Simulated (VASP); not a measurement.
Set up this calculation in VASP 6.6.1, as the native input.

* Task: single point
* Functional: r2SCAN
* Potentials or basis: VASP PAW PBE potentials, release 64 (B, N)
* Cutoff: 520 eV
* k mesh: 10 × 10 × 2
* Occupations: gaussian, width 0.05 eV
* Spin: no spin polarisation
* Dipole correction: no
* Further INCAR settings: ALGO = Normal; EDIFF = 1e-07; NBANDS = 36

Crystal: BN.

```
B N
1.0
     1.80481   -1.80481    0.00000
     1.80481    0.00000   -1.80481
     7.76070    6.67781    7.21926
B N
6 6
Direct
  0.88126 0.00000 0.39580
  0.26459 0.33333 0.22913
  0.49793 0.66667 0.56247
  0.73126 0.00000 0.89580
  0.11459 0.33333 0.72913
  0.64793 0.66667 0.06247
  0.53543 0.66667 0.43747
  0.91876 0.00000 0.27080
  0.15209 0.33333 0.60413
  0.38543 0.66667 0.93747
  0.76876 0.00000 0.77080
  0.30209 0.33333 0.10413
```

This cell differs from its parent crystal: the part above a cut slid along it.

One way to write it, as run:

POSCAR

```
BN
1.0
    1.8048137541     -1.8048137541      0.0000000000
    1.8048137541      0.0000000000     -1.8048137541
    7.7606991426      6.6778108902      7.2192550164
B N
6 6
Direct
    0.8812600000      0.0000000000      0.3958000000
    0.2645933333      0.3333333333      0.2291333333
    0.4979266667      0.6666666667      0.5624666667
    0.7312600000      1.0000000000      0.8958000000
    0.1145933333      0.3333333333      0.7291333333
    0.6479266667      0.6666666667      0.0624666667
    0.5354266667      0.6666666667      0.4374666667
   -0.0812400000      0.0000000000      0.2708000000
    0.1520933333      0.3333333333      0.6041333333
    0.3854266667      0.6666666667      0.9374666667
   -0.2312400000      0.0000000000      0.7708000000
    0.3020933333      0.3333333333      0.1041333333
```

INCAR.step1

```
SYSTEM = BN
  ALGO = Normal
  EDIFF = 1E-4
  ENCUT = 520
  GGA = PE
  ISMEAR = 0
  LASPH = .True.
  LCHARG = .False.
  LREAL = .False.
  LWAVE = .True.
  NBANDS = 36
  NELM = 100
  PREC = Accurate
  SIGMA = 0.05
```

INCAR.step2

```
SYSTEM = BN
  ALGO = Normal
  EDIFF = 1E-7
  ENCUT = 520
  ISIF = 2
  ISMEAR = 0
  ISTART = 1
  LASPH = .True.
  LCHARG = .False.
  LMIXTAU = .True.
  LREAL = .False.
  LWAVE = .False.
  METAGGA = R2SCAN
  NBANDS = 36
  NELM = 100
  PREC = Accurate
  SIGMA = 0.05
```

KPOINTS

```
k-points
0
Gamma
  10 10 2
  0 0 0
```

Potentials or basis: VASP PAW PBE potentials, release 64 (B, N).

Command:

```sh
$ cat potpaw_PBE.64/B/POTCAR potpaw_PBE.64/N/POTCAR > POTCAR
$ cp INCAR.step1 INCAR
$ mpirun -np 1 vasp_std > vasp.out
$ cp INCAR.step2 INCAR
$ mpirun -np 1 vasp_std > vasp.out
```

Results of the run:

| Property | Result |
| --- | --- |
| Pressure | 1.6 GPa |
| Largest force | 3.632 eV/Å |
| Band gap on the k mesh | 3.36 eV (least direct gap 4.58 eV) |

Caveat: the cell differs from its parent crystal (the part above a cut slid along it); the stress differs along the axes, from -14 to 10 GPa; the PAW data sets were made with another functional, which shifts forces and pressure a little.

It took 22 min on 1 thread of Intel Xeon 8259CL (shared host), peak memory 0.29 GiB.
